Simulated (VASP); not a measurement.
# Ge2Rh2Pb (I4/mmm) in VASP: electric field gradients with PBE

Aim: the electric field gradients of Ge2Rh2Pb with PBE.

Everything below comes from runs of VASP 6.6.1. Logs are shortened: lines on timing, memory, paths and dates and some standing lists are left out, and cuts for length are marked.

## Step 1: The cell of the first run

Symmetry: I4/mmm, No. 139, tetragonal system. The conventional cell has a = 4.350 Å, b = 4.350 Å, c = 9.959 Å, α = 90.00°, β = 90.00°, γ = 90.00°. Within 3.4 Å of Ge (site symmetry 4mm) lie 4 Rh at 2.48 Å and 1 Ge at 2.59 Å and 4 Pb at 3.34 Å. Rh (site symmetry -4m2) has 4 Ge at 2.48 Å and 4 Rh at 3.08 Å and 4 Pb at 3.31 Å within 3.4 Å. Pb (site symmetry 4/mmm) has 8 Rh at 3.31 Å and 10 Ge at 3.34 to 3.68 Å and 4 Pb at 4.35 Å within 4.4 Å.

## Step 2: Electric field gradients, PBE

Input file INCAR:

```
  ALGO = Normal
  EDIFF = 1E-8
  ENCUT = 460
  GGA = PE
  GGA_COMPAT = False
  ISIF = 2
  ISMEAR = -1
  LASPH = True
  LCHARG = False
  LEFG = True
  LREAL = False
  LWAVE = False
  NBANDS = 46
  NELM = 120
  PREC = Accurate
  SIGMA = 0.15
```

Input file KPOINTS:

```
k-points
0
Gamma
  12 12 12
```

Input file POSCAR:

```
Ge2Rh2Pb
1.0
   -2.1750666782      2.1750666782      4.9795554848
    2.1750666782     -2.1750666782      4.9795554848
    2.1750666782      2.1750666782     -4.9795554848
Ge Rh Pb
2 2 1
Direct
    0.6301257768      0.6301257768      0.0000000000
    0.3698742232      0.3698742232      0.0000000000
    0.2500000000      0.7500000000      0.5000000000
    0.7500000000      0.2500000000      0.5000000000
    0.0000000000      0.0000000000      0.0000000000
```

Potentials or basis: VASP PAW PBE potentials, release 64 (Ge_d, Rh_sv_GW, Pb_d).

Command:

```
$ cat potpaw_PBE.64/Ge_d/POTCAR potpaw_PBE.64/Rh_sv_GW/POTCAR potpaw_PBE.64/Pb_d/POTCAR > POTCAR
$ mpirun -np 1 vasp_std > vasp.out
```

OUTCAR:

```text
EDIFF = 1E-8
   ENCUT = 460
   GGA = PE
   ISIF = 2
   ISMEAR = -1
   LASPH = True
   LREAL = False
   NELM = 120
   PREC = Accurate

 ion  position               nearest neighbor table
   1  0.630  0.630  0.000-   3 2.48   4 2.48   3 2.48   4 2.48   2 2.59   5 3.34   5 3.34   5 3.34
                             5 3.34
   2  0.370  0.370  0.000-   3 2.48   4 2.48   3 2.48   4 2.48   1 2.59   5 3.34   5 3.34   5 3.34
                             5 3.34
   3  0.250  0.750  0.500-   2 2.48   1 2.48   2 2.48   1 2.48   5 3.31   5 3.31   5 3.31   5 3.31

   4  0.750  0.250  0.500-   2 2.48   1 2.48   2 2.48   1 2.48   5 3.31   5 3.31   5 3.31   5 3.31

   5  0.000  0.000  0.000-   4 3.31   3 3.31   4 3.31   3 3.31   3 3.31   4 3.31   3 3.31   4 3.31
                             1 3.34   1 3.34   2 3.34   2 3.34   1 3.34   2 3.34   1 3.34   2 3.34

  LATTYP: Found a body centered tetragonal cell.
 ALAT       =     4.3501333564
 C/A-ratio  =     2.2893806129

  Lattice vectors:

 A1 = (  -2.1750666782,   2.1750666782,   4.9795554848)
 A2 = (   2.1750666782,  -2.1750666782,   4.9795554848)
 A3 = (   2.1750666782,   2.1750666782,  -4.9795554848)

Analysis of symmetry for initial positions (statically):
=====================================================================
 Subroutine PRICEL returns:
 Original cell was already a primitive cell.

 Routine SETGRP: Setting up the symmetry group for a
 body centered tetragonal supercell.

 Subroutine GETGRP returns: Found 16 space group operations
 (whereof 16 operations were pure point group operations)
 out of a pool of 16 trial point group operations.

The static configuration has the point symmetry D_4h.

Analysis of symmetry for dynamics (positions and initial velocities):
=====================================================================
 Subroutine PRICEL returns:
 Original cell was already a primitive cell.

 Routine SETGRP: Setting up the symmetry group for a
 body centered tetragonal supercell.

 Subroutine GETGRP returns: Found 16 space group operations
 (whereof 16 operations were pure point group operations)
 out of a pool of 16 trial point group operations.

The dynamic configuration has the point symmetry D_4h.
[... 154 lines left out ...]

 val. band max:        8.0092909426   @ k =   0.5000   0.5000   0.0000
 cond. band min:       8.0285511905   @ k =   0.4167   0.1667   0.0000
 fundamental gap:      0.0192602479
 Fermi energy:         8.0245796711

 k-point     1 :       0.0000    0.0000    0.0000
  band No.  band energies     occupation
      1     -70.2112      2.00000
      2     -70.1983      2.00000
      3     -38.2513      2.00000
      4     -38.2513      2.00000
      5     -38.1606      2.00000
      6     -38.1606      2.00000
[... 1165 lines left out ...]
     45      13.1724      0.00000
     46      15.0800      0.00000

 [... further k-points ...]

------------------------ aborting loop because EDIFF is reached ----------------------------------------

  FORCE on cell =-STRESS in cart. coord.  units (eV):
  Direction    XX          YY          ZZ          XY          YZ          ZX
  --------------------------------------------------------------------------------------
  -------------------------------------------------------------------------------------
  Total       -0.5426937     -0.5426937     -0.5502813      0.0000000     -0.0000000     -0.0000000
  in kB       -9.2271930     -9.2271930     -9.3562033      0.0000000     -0.0000000     -0.0000000
  external PRESSURE =      -9.2701965 kB  Pullay stress =       0.0000000 kB

 VOLUME and BASIS-vectors are now :
 -----------------------------------------------------------------------------
  energy-cutoff  :      460.00
  volume of cell :       94.23
      direct lattice vectors                 reciprocal lattice vectors
    -2.175066678  2.175066678  4.979555485     0.000000000  0.229878010  0.100410569
     2.175066678 -2.175066678  4.979555485     0.229878010  0.000000000  0.100410569
     2.175066678  2.175066678 -4.979555485     0.229878010  0.229878010  0.000000000

 POSITION                                       TOTAL-FORCE (eV/Angst)
 -----------------------------------------------------------------------------------
      0.00000      0.00000      6.27549        -0.000000     -0.000000     -0.019347
      0.00000      0.00000      3.68362        -0.000000     -0.000000      0.019347
      2.17507      0.00000      2.48978         0.000000      0.000000      0.000000
      0.00000      2.17507      2.48978         0.000000      0.000000      0.000000
      0.00000      0.00000      0.00000         0.000000      0.000000      0.000000
 -----------------------------------------------------------------------------------
    total drift:                                0.000000     -0.000000      0.000000

  FREE ENERGIE OF THE ION-ELECTRON SYSTEM (eV)
  ---------------------------------------------------
  free  energy   TOTEN  =       -26.9849439047 eV

  energy  without entropy=      -26.7897328376  energy(sigma->0) =      -26.88733837

 Electric field gradients (V/A^2)
---------------------------------------------------------------------
 ion       V_xx      V_yy      V_zz      V_xy      V_xz      V_yz
---------------------------------------------------------------------
   1       0.610     0.610    -1.219    -0.007    -0.003    -0.003
   2       0.610     0.610    -1.219    -0.007    -0.003    -0.003
   3      -8.690    -8.690    17.381     0.004     0.001     0.001
   4      -8.690    -8.690    17.381     0.004     0.001     0.001
   5       2.954     2.954    -5.909    -0.001    -0.001    -0.001
---------------------------------------------------------------------

 Electric field gradients after diagonalization (V/A^2)
 (convention: |V_zz| > |V_xx| > |V_yy|)
----------------------------------------------------------------------
 ion       V_xx      V_yy      V_zz     asymmetry (V_yy - V_xx)/ V_zz
----------------------------------------------------------------------
   1       0.617     0.602    -1.219       0.012
   2       0.617     0.602    -1.219       0.012
   3      -8.694    -8.687    17.381       0.000
   4      -8.694    -8.687    17.381       0.000
   5       2.955     2.953    -5.909       0.000
----------------------------------------------------------------------

           NMR quadrupolar parameters

 Cq : quadrupolar parameter    Cq=e*Q*V_zz/h
 eta: asymmetry parameters     (V_yy - V_xx)/ V_zz
 Q  : nuclear electric quadrupole moment in mb (millibarn)
----------------------------------------------------------------------
 ion       Cq(MHz)       eta       Q (mb)
----------------------------------------------------------------------
   1      -0.003       0.012       1.000
   2      -0.003       0.012       1.000
   3       0.042       0.000       1.000
   4       0.042       0.000       1.000
   5      -0.014       0.000       1.000
----------------------------------------------------------------------
```

OSZICAR:

```text
N       E                     dE             d eps       ncg     rms          rms(c)
DAV:   1     0.124207144530E+04    0.12421E+04   -0.35704E+04 19724   0.358E+03
DAV:   2     0.223496548459E+03   -0.10186E+04   -0.98791E+03 15602   0.115E+03
DAV:   3    -0.615221848536E+01   -0.22965E+03   -0.22047E+03 18756   0.362E+02
[... 11 lines left out ...]
DAV:  15    -0.269849440212E+02   -0.32958E-07   -0.84828E-07 21162   0.908E-03    0.132E-03
DAV:  16    -0.269849439491E+02    0.72141E-07   -0.16246E-07 19164   0.384E-03    0.496E-04
DAV:  17    -0.269849439330E+02    0.16085E-07   -0.22080E-08 13950   0.126E-03    0.446E-04
DAV:  18    -0.269849439140E+02    0.19003E-07   -0.35850E-09 10060   0.830E-04    0.866E-05
DAV:  19    -0.269849439047E+02    0.92587E-08   -0.16986E-09  9802   0.513E-04
   1 F= -.26984944E+02 E0= -.26887338E+02  d E =-.195211E+00
```

stdout:

```text
POSCAR found type information on POSCAR GeRhPb
 POSCAR found :  3 types and       5 ions
 scaLAPACK will be used
 LDA part: xc-table for (Slater+PW92), standard interpolation
 POSCAR, INCAR and KPOINTS ok, starting setup
 FFT: planning ... GRIDC
 FFT: planning ... GRID_SOFT
 FFT: planning ... GRID
 WAVECAR not read
 entering main loop
ion   1

ion   2

ion   3

ion   4

ion   5
```

It took 24 min on 1 thread of Intel Xeon Platinum 8259CL at 2.50GHz (Skylake/Cascade Lake), shared host; peak memory 0.7 GiB.

Results:

```yaml
Free_energy: -26.9849 eV
Pressure: -0.9 GPa
Largest_force: 0.019 eV/Å
Band_gap_on_the_k_mesh: zero (bands 38 and 39 overlap by 1.74 eV)
Largest_electric_field_gradient_by_atom: Ge -1.2; Rh +17.4; Pb -5.9 V/Å²
```

Forces on the atoms (eV/Å):
```
Ge   0.000  0.000 -0.019
Ge   0.000  0.000  0.019
Rh   0.000  0.000  0.000
Rh   0.000  0.000  0.000
Pb   0.000  0.000  0.000
```

Levels at points of the mesh, in eV from the Fermi level:
| k point | band 34 | band 35 | band 36 | band 37 | band 38 | band 39 | band 40 | band 41 | band 42 | band 43 |
| --- | --- | --- | --- | --- | --- | --- | --- | --- | --- | --- |
| (0.00, 0.00, 0.00) | -1.51 | -1.23 | -0.42 | -0.24 | 0.19 | 0.19 | 1.54 | 1.54 | 3.06 | 3.62 |
| (0.50, 0.00, 0.00) | -2.38 | -2.36 | -1.45 | -1.42 | 0.67 | 0.94 | 1.63 | 1.81 | 2.60 | 4.13 |
| (0.50, 0.50, 0.00) | -2.28 | -2.05 | -1.43 | -1.42 | -1.10 | -0.02 | 0.59 | 1.09 | 2.47 | 4.01 |
| (0.50, 0.50, 0.50) | -1.80 | -1.40 | -1.40 | -1.23 | -0.24 | 1.26 | 3.08 | 3.79 | 4.75 | 4.75 |

Electric field gradients, principal values (V/Å²):
```csv
atom,least,middle,greatest (by size)
1 Ge,0.602,0.617,-1.219
2 Ge,0.602,0.617,-1.219
3 Rh,-8.687,-8.694,17.381
4 Rh,-8.687,-8.694,17.381
5 Pb,2.953,2.955,-5.909
```

Caveat: without QUAD_EFG the Cq values of the log hold for a quadrupole moment of 1 mb, not for the nuclei; spin-orbit coupling is left out, which moves the levels of the heavy elements.
